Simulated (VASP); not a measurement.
Ga3I2: single point with PBE

The system is Ga3I2.

```
Ga I
1.0
     3.87034    2.23454    7.01095
    -3.87034    2.23454    7.01095
     0.00000   -4.46908    7.01095
Ga I
6 4
Direct
  0.96703 0.53297 0.75000
  0.75000 0.96703 0.53297
  0.53297 0.75000 0.96703
  0.03297 0.46703 0.25000
  0.25000 0.03297 0.46703
  0.46703 0.25000 0.03297
  0.89506 0.89506 0.89506
  0.60494 0.60494 0.60494
  0.10494 0.10494 0.10494
  0.39506 0.39506 0.39506
```

```
Program                : VASP 6.6.1
Task                   : single point
Functional             : PBE
Potentials or basis    : VASP PAW PBE potentials, release 64 (Ga_d, I)
Cutoff                 : 520 eV
k mesh                 : 3 × 3 × 3
Occupations            : gaussian, width 0.1 eV
Spin                   : no spin polarisation
Dipole correction      : no
Further INCAR settings : ALGO = Normal; EDIFF = 1e-06; NBANDS = 64
```

```
Pressure               : -0.1 GPa
Largest force          : 0.012 eV/Å
Band gap on the k mesh : zero (band 53 reaches 3.55 eV, above the bottom of band 54 at 3.20 eV)
```

Forces on the atoms (eV/Å):
```
Ga   0.006  0.000  0.000
Ga  -0.003  0.005  0.000
Ga  -0.003 -0.005  0.000
Ga  -0.006  0.000  0.000
Ga   0.003 -0.005  0.000
Ga   0.003  0.005  0.000
I    0.000  0.000 -0.012
I    0.000  0.000  0.012
I    0.000  0.000  0.012
I    0.000  0.000 -0.012
```

Stress tensor (GPa, compression positive):
```
-0.04  0.00  0.00
 0.00 -0.04  0.00
 0.00  0.00 -0.12
```

Levels at points of the mesh, in eV from the Fermi level:
```csv
k point,band 50,band 51,band 52,band 53,band 54,band 55,band 56,band 57
"(0.00, 0.00, 0.00)",-2.35,-1.55,-1.55,-0.16,0.15,1.17,1.17,1.29
```

Run time: 3.1 min on 1 thread of Intel(R) Xeon(R) Platinum 8375C CPU @ 2.90GHz (Ice Lake) (shared host), peak memory 0.62 GiB.

Caveat: spin-orbit coupling is left out, which moves the levels of the heavy elements.
